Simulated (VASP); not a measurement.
Runs of VASP 6.6.1 on BaZrO3. The structure is that of space group Pm-3m (No. 221), or close to it. The cells are those of the table. 

```csv
task,level,potentials or basis,cell,k mesh,cutoff (eV),gap on the mesh (eV),pressure (GPa),relaxed volume (Å³/atom)
single point,r2SCAN,"VASP PAW PBE potentials, release 64 (Ba_sv, Zr_sv, O)","a = 4.260 Å, 5 atoms",8 × 8 × 8,520,(a),-5.0,-
relaxation of cell and atoms,LDA,"VASP PAW LDA potentials, release 64 (Ba_sv, Zr_sv, O)","relaxed from a = 4.191 Å, 5 atoms",6 × 6 × 6,600,3.12,0.0,14.38
relaxation of cell and atoms,r2SCAN,"VASP PAW PBE potentials, release 64 (Ba_sv, Zr_sv, O)","relaxed from a = 4.191 Å, 5 atoms",6 × 6 × 6,600,(b),-0.1,14.95
single point,r2SCAN,"VASP PAW PBE potentials, release 64 (Ba_sv, Zr_sv, O)","a = 4.287 Å, 5 atoms",8 × 8 × 8,520,3.53,-7.6,-
```

Alike in all rows: no spin polarisation; smearing fermi-dirac 0.02 eV.

Q: Estimate the missing entries.

A: (a) 3.58; (b) 3.67.

Caveats: spin-orbit coupling is left out, which moves the levels of the heavy elements; the PAW data sets were made with another functional, which shifts forces and pressure a little (at least some runs); the cell stands under tension (at least some runs).

A k mesh can miss the band edges, and the runs leave out spin-orbit coupling on Ba, Zr.
